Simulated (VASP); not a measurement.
# Tl3Sb2Mo (P4/mmm) in VASP: a series of runs

Runs on Tl3Sb2Mo. Level: PBE. Tasks: single point, relaxation of cell and atoms.

Everything below comes from runs of VASP 6.6.1. Logs are shortened: lines on timing, memory, paths and dates and some standing lists are left out, and cuts for length are marked.

**1. The cell of the first run**

Symmetry: P4/mmm, No. 123, tetragonal system. Conventional cell: a = 3.879 Å, b = 3.879 Å, c = 10.491 Å, α = 90.00°, β = 90.00°, γ = 90.00°. Tl (site symmetry 4mm) has 6 Tl at 2.92 to 3.88 Å and 4 Sb at 3.10 Å and 4 Mo at 3.11 Å within 3.9 Å. Within 4.7 Å of Tl (site symmetry 4/mmm) lie 8 Sb at 3.60 Å and 6 Tl at 3.78 to 3.88 Å. Sb (site symmetry 4mm) has 1 Mo at 2.91 Å and 8 Tl at 3.10 to 3.60 Å within 3.8 Å. Mo (site symmetry 4/mmm) has 2 Sb at 2.91 Å and 8 Tl at 3.11 Å within 3.8 Å.

**2. Single point, PBE**

The input, INCAR:

```
SYSTEM = Tl3Sb2Mo
PREC = Accurate ; ENCUT = 520
EDIFF = 1E-7 ; ISMEAR = 0
SIGMA = 0.1 ; LREAL = .False.
LASPH = .True. ; NELM = 60
ALGO = Normal ; ISIF = 2
LWAVE = .False. ; LCHARG = .True.
GGA = PE ; LELF = .True.
LVHAR = .True. ; NBANDS = 40
```

The input, KPOINTS:

```
regular mesh
0
Gamma
  4 4 2
  0 0 0
```

The input, POSCAR:

```
Tl3Sb2Mo
1.0
    3.8792788367      0.0000000000      0.0000000000
    0.0000000000      3.8792788367      0.0000000000
    0.0000000000      0.0000000000     10.4907575474
Tl Sb Mo
3 2 1
Direct
    0.0000000000      0.0000000000      0.6393494710
    0.0000000000      0.0000000000      0.3606505290
    0.0000000000      0.0000000000      0.0000000000
    0.5000000000      0.5000000000      0.7774426728
    0.5000000000      0.5000000000      0.2225573272
    0.5000000000      0.5000000000      0.5000000000
```

Potentials or basis: VASP PAW PBE potentials, release 64 (Tl_d, Sb, Mo_sv).

Started as:

```sh
$ cat potpaw_PBE.64/Tl_d/POTCAR potpaw_PBE.64/Sb/POTCAR potpaw_PBE.64/Mo_sv/POTCAR > POTCAR
$ mpirun -np 1 vasp_std > vasp.out
```

OUTCAR:

```text
SYSTEM = Tl3Sb2Mo
   PREC = Accurate
   ENCUT = 520
   EDIFF = 1E-7
   ISMEAR = 0
   LREAL = .False.
   LASPH = .True.
   NELM = 60
   ISIF = 2
   GGA = PE

 ion  position               nearest neighbor table
   1  0.000  0.000  0.639-   2 2.92   4 3.10   4 3.10   4 3.10   4 3.10   6 3.11   6 3.11   6 3.11
                             6 3.11   3 3.78
   2  0.000  0.000  0.361-   1 2.92   5 3.10   5 3.10   5 3.10   5 3.10   6 3.11   6 3.11   6 3.11
                             6 3.11   3 3.78
   3  0.000  0.000  0.000-   4 3.60   5 3.60   4 3.60   5 3.60   4 3.60   5 3.60   4 3.60   5 3.60
                             1 3.78   2 3.78
   4  0.500  0.500  0.777-   6 2.91   1 3.10   1 3.10   1 3.10   1 3.10   3 3.60   3 3.60   3 3.60
                             3 3.60
   5  0.500  0.500  0.223-   6 2.91   2 3.10   2 3.10   2 3.10   2 3.10   3 3.60   3 3.60   3 3.60
                             3 3.60
   6  0.500  0.500  0.500-   4 2.91   5 2.91   1 3.11   2 3.11   1 3.11   2 3.11   1 3.11   2 3.11
                             1 3.11   2 3.11

  LATTYP: Found a simple tetragonal cell.
 ALAT       =     3.8792788367
 C/A-ratio  =     2.7043061324

  Lattice vectors:

 A1 = (   3.8792788367,   0.0000000000,   0.0000000000)
 A2 = (   0.0000000000,   3.8792788367,   0.0000000000)
 A3 = (   0.0000000000,   0.0000000000,  10.4907575474)

Analysis of symmetry for initial positions (statically):
=====================================================================
 Subroutine PRICEL returns:
 Original cell was already a primitive cell.

 Routine SETGRP: Setting up the symmetry group for a
 simple tetragonal supercell.

 Subroutine GETGRP returns: Found 16 space group operations
 (whereof 16 operations were pure point group operations)
 out of a pool of 16 trial point group operations.

The static configuration has the point symmetry D_4h.

Analysis of symmetry for dynamics (positions and initial velocities):
=====================================================================
 Subroutine PRICEL returns:
 Original cell was already a primitive cell.

 Routine SETGRP: Setting up the symmetry group for a
 simple tetragonal supercell.

 Subroutine GETGRP returns: Found 16 space group operations
 (whereof 16 operations were pure point group operations)
 out of a pool of 16 trial point group operations.

The dynamic configuration has the point symmetry D_4h.

 Subroutine INISYM returns: Found 16 space group operations
 (whereof 16 operations are pure point group operations),
 and found     1 'primitive' translations

----------------------------------------------------------------------------------------

                                     Primitive cell

  volume of cell :     157.8734

  direct lattice vectors                    reciprocal lattice vectors
     3.879278837  0.000000000  0.000000000     0.257779871  0.000000000  0.000000000
     0.000000000  3.879278837  0.000000000     0.000000000  0.257779871  0.000000000
     0.000000000  0.000000000 10.490757547     0.000000000  0.000000000  0.095322001

  length of vectors
     3.879278837  3.879278837 10.490757547     0.257779871  0.257779871  0.095322001

  position of ions in fractional coordinates (direct lattice)
     0.000000000  0.000000000  0.639349471
     0.000000000  0.000000000  0.360650529
     0.000000000  0.000000000  0.000000000
     0.500000000  0.500000000  0.777442673
     0.500000000  0.500000000  0.222557327
     0.500000000  0.500000000  0.500000000

  ion indices of the primitive-cell ions
   primitive index   ion index
                 1           1
                 2           2
                 3           3
                 4           4
                 5           5
                 6           6

----------------------------------------------------------------------------------------

 KPOINTS: regular mesh

Automatic generation of k-mesh.
 Grid dimensions read from file:
 generate k-points for:    4    4    2

 Generating k-lattice:

  Cartesian coordinates                     Fractional coordinates (reciprocal lattice)
     0.064444968  0.000000000  0.000000000     0.250000000  0.000000000  0.000000000
     0.000000000  0.064444968  0.000000000     0.000000000  0.250000000  0.000000000
     0.000000000  0.000000000  0.047661000     0.000000000  0.000000000  0.500000000

  Length of vectors
     0.064444968  0.064444968  0.047661000

  Shift w.r.t. Gamma in fractional coordinates (k-lattice)
     0.000000000  0.000000000  0.000000000

 Subroutine IBZKPT returns following result:
 ===========================================

 Found     12 irreducible k-points:

 Following reciprocal coordinates:
            Coordinates               Weight
  0.000000  0.000000  0.000000      1.000000
  0.250000  0.000000  0.000000      4.000000
  0.500000  0.000000  0.000000      2.000000
  0.250000  0.250000  0.000000      4.000000
  0.500000  0.250000  0.000000      4.000000
  0.500000  0.500000  0.000000      1.000000
  0.000000  0.000000  0.500000      1.000000
  0.250000  0.000000  0.500000      4.000000
  0.500000  0.000000  0.500000      2.000000
  0.250000  0.250000  0.500000      4.000000
  0.500000  0.250000  0.500000      4.000000
  0.500000  0.500000  0.500000      1.000000
   k-points           NKPTS =     12   k-points in BZ     NKDIM =     12   number of bands    NBANDS=     40
   number of dos      NEDOS =    301   number of ions     NIONS =      6
   total plane-waves  NPLWV =  72000
   dimension x,y,z NGX =    30 NGY =   30 NGZ =   80
   dimension x,y,z NGXF=    60 NGYF=   60 NGZF=  160
   ions per type =               3   2   1
   NGX,Y,Z   is equivalent  to a cutoff of  12.86, 12.86, 12.68 a.u.
   NGXF,Y,Z  is equivalent  to a cutoff of  25.71, 25.71, 25.36 a.u.
 SYSTEM =  Tl3Sb2Mo
   PREC   = accura    normal or accurate (medium, high low for compatibility)
   ISTART =      0    job   : 0-new  1-cont  2-samecut
   ICHARG =      2    charge: 1-file 2-atom 10-const
   ISPIN  =      1    spin polarized calculation?
   LNONCOLLINEAR =      F non collinear calculations
   LSORBIT =      F    spin-orbit coupling
   LASPH  =      T    aspherical Exc in radial PAW
   ENCUT  =  520.0 eV  38.22 Ry    6.18 a.u.   7.21  7.21 19.51*2*pi/ulx,y,z
   NELM   =     60;   NELMIN=  2; NELMDL= -5     # of ELM steps
   EDIFF  = 0.1E-06   stopping-criterion for ELM
   LREAL  =      F    real-space projection
   EDIFFG = 0.1E-05   stopping-criterion for IOM
   NSW    =      0    number of steps for IOM
   IBRION =     -1    ionic relax: 0-MD 1-quasi-New 2-CG
   NFREE  =      0    steps in history (QN), initial steepest desc. (CG)
   ISIF   =      2    stress and relaxation
   ISYM   =      2    0-nonsym 1-usesym 2-fastsym
   POTIM  = 0.5000    time-step for ionic-motion
   TEBEG  =    0.0;   TEEND  =   0.0 temperature during run
   PSTRESS=    0.0 pullay stress
   NELECT =      63.0000    total number of electrons
   NUPDOWN=      -1.0000    fix difference up-down
   EMIN   =  10.00;   EMAX   =-10.00  energy-range for DOS
   EFERMI =   0.00;   METHOD = LEGACY
   ISMEAR =     0;   SIGMA  =   0.10  broadening in eV -4-tet -1-fermi 0-gaus
   EFERMI_NEDOS =   21; number of points for ismear=-14 and -15
   IALGO  =     38    algorithm
   IMIX   =      4    mixing-type and parameters
     AMIX     =   0.40;   BMIX     =  1.00
     AMIX_MAG =   1.60;   BMIX_MAG =  1.00
  volume/ion in A,a.u.               =      26.31       177.56
  Fermi-wavevector in a.u.,A,eV,Ry     =   1.205273  2.277636 19.764950  1.452683
  Thomas-Fermi vector in A             =   2.340974
   LORBIT       =      0    0 simple, 1 ext, 2 COOP (PROOUT), +10 PAW based schemes
   GGA     = PE    functional components
   LHFCALC =     F    Hartree Fock is set to
   AEXX    =    0.0000 exact exchange contribution
   IVDW    =     0    specifies the selected vdW correction
   LEPSILON=     F    determine dielectric tensor
   LRPA    =     F    only Hartree local field effects (RPA)
 non-spin polarized calculation
 Gauss-broadening in eV      SIGMA  =   0.10
  energy-cutoff  :      520.00
  volume of cell :      157.87
 maximum number of plane-waves:      4294
 NGX is ok and might be reduce to    30
   NGX = 15   NGY = 15   NGZ = 39

 number of electron      62.9999983 magnetization

 Free energy of the ion-electron system (eV)
  ---------------------------------------------------
  ext. energy  EPLUGINS =         0.00000000
  ---------------------------------------------------
  free energy    TOTEN  =       -23.01985989 eV

  energy without entropy =      -22.99914483  energy(sigma->0) =      -23.00950236

 E-fermi :   7.3289     XC(G=0): -10.4344

 val. band max:        7.2997235699   @ k =   0.5000   0.5000   0.0000
 cond. band min:       7.3874346753   @ k =   0.5000   0.2500   0.5000
 fundamental gap:      0.0877111054
 Fermi energy:         7.3289019634

 k-point     1 :       0.0000    0.0000    0.0000
  band No.  band energies     occupation
      1     -53.3946      2.00000
      2     -27.5186      2.00000
      3     -27.4544      2.00000
      4     -27.4544      2.00000
      5      -4.4876      2.00000
      6      -4.1229      2.00000
[... 32 lines left out ...]
     39      11.5072      0.00000
     40      12.4468      0.00000

 k-point     2 :       0.2500    0.0000    0.0000
  band No.  band energies     occupation
      1     -53.3942      2.00000
      2     -27.5172      2.00000
      3     -27.4674      2.00000
      4     -27.4535      2.00000
      5      -4.4540      2.00000
      6      -4.2779      2.00000
[... 32 lines left out ...]
     39      12.1410      0.00000
     40      12.8801      0.00000

 k-point     3 :       0.5000    0.0000    0.0000
  band No.  band energies     occupation
      1     -53.3937      2.00000
      2     -27.5157      2.00000
      3     -27.4804      2.00000
      4     -27.4525      2.00000
      5      -4.4256      2.00000
      6      -4.3835      2.00000
[... 337 lines left out ...]
  band No.  band energies     occupation
      1     -53.3932      2.00000
      2     -27.5149      2.00000
      3     -27.4789      2.00000
      4     -27.4650      2.00000
      5      -4.3963      2.00000
      6      -4.3518      2.00000
[... 32 lines left out ...]
     39      11.0948      0.00000
     40      11.3746      0.00000

 k-point    12 :       0.5000    0.5000    0.5000
  band No.  band energies     occupation
      1     -53.3927      2.00000
      2     -27.5140      2.00000
      3     -27.4774      2.00000
      4     -27.4774      2.00000
      5      -4.3931      2.00000
      6      -4.3824      2.00000
[... 32 lines left out ...]
     39       9.3012      0.00000
     40       9.8474      0.00000

------------------------ aborting loop because EDIFF is reached ----------------------------------------

  FORCE on cell =-STRESS in cart. coord.  units (eV):
  Direction    XX          YY          ZZ          XY          YZ          ZX
  --------------------------------------------------------------------------------------
  -------------------------------------------------------------------------------------
  Total       -0.2879402     -0.2879402     -0.1653168      0.0000000      0.0000000      0.0000000
  in kB       -2.9221606     -2.9221606     -1.6777172      0.0000000      0.0000000      0.0000000
  external PRESSURE =      -2.5073461 kB  Pullay stress =       0.0000000 kB

 VOLUME and BASIS-vectors are now :
 -----------------------------------------------------------------------------
  energy-cutoff  :      520.00
  volume of cell :      157.87
      direct lattice vectors                 reciprocal lattice vectors
     3.879278837  0.000000000  0.000000000     0.257779871  0.000000000  0.000000000
     0.000000000  3.879278837  0.000000000     0.000000000  0.257779871  0.000000000
     0.000000000  0.000000000 10.490757547     0.000000000  0.000000000  0.095322001

 POSITION                                       TOTAL-FORCE (eV/Angst)
 -----------------------------------------------------------------------------------
      0.00000      0.00000      6.70726        -0.000000      0.000000      0.008737
      0.00000      0.00000      3.78350        -0.000000      0.000000     -0.008737
      0.00000      0.00000      0.00000        -0.000000      0.000000      0.000000
      1.93964      1.93964      8.15596        -0.000000     -0.000000     -0.000344
      1.93964      1.93964      2.33479         0.000000     -0.000000      0.000344
      1.93964      1.93964      5.24538        -0.000000      0.000000      0.000000
 -----------------------------------------------------------------------------------
    total drift:                                0.000000      0.000000      0.000000

  FREE ENERGIE OF THE ION-ELECTRON SYSTEM (eV)
  ---------------------------------------------------
  free  energy   TOTEN  =       -23.0198598922 eV

  energy  without entropy=      -22.9991448341  energy(sigma->0) =      -23.00950236
```

Run time: 1.8 min. Hardware: 1 thread of Oxide Virtual Turin-like, shared host; peak memory 0.25 GiB.

Results:

```yaml
Free_energy: -23.0199 eV
Pressure: -0.3 GPa
Largest_force: 0.009 eV/Å
```

Forces in eV/Å, atoms in the order of the input:
```
Tl   0.000  0.000  0.009
Tl   0.000  0.000 -0.009
Tl   0.000  0.000  0.000
Sb   0.000  0.000  0.000
Sb   0.000  0.000  0.000
Mo   0.000  0.000  0.000
```

Stress tensor (GPa, compression positive):
```
-0.29  0.00  0.00
 0.00 -0.29  0.00
 0.00  0.00 -0.17
```

Levels at points of the mesh, in eV from the Fermi level:
```tsv
k point	band 29	band 30	band 31	band 32	band 33	band 34
(0.00, 0.00, 0.00)	-0.38	-0.38	-0.14	0.43	0.70	1.58
(0.50, 0.00, 0.00)	-1.48	-0.75	-0.08	0.78	1.36	1.48
(0.50, 0.50, 0.00)	-1.97	-0.31	-0.31	-0.22	-0.07	-0.07
(0.00, 0.00, 0.50)	-0.17	-0.17	0.43	0.66	1.20	1.20
(0.50, 0.00, 0.50)	-0.75	-0.31	-0.08	1.06	1.53	1.86
(0.50, 0.50, 0.50)	-1.68	-0.97	-0.93	-0.93	-0.65	1.04
```

Caveat: the k points lie up to 0.40 Å⁻¹ apart; spin-orbit coupling is left out, which moves the levels of the heavy elements.

[end of part 1 of 2]
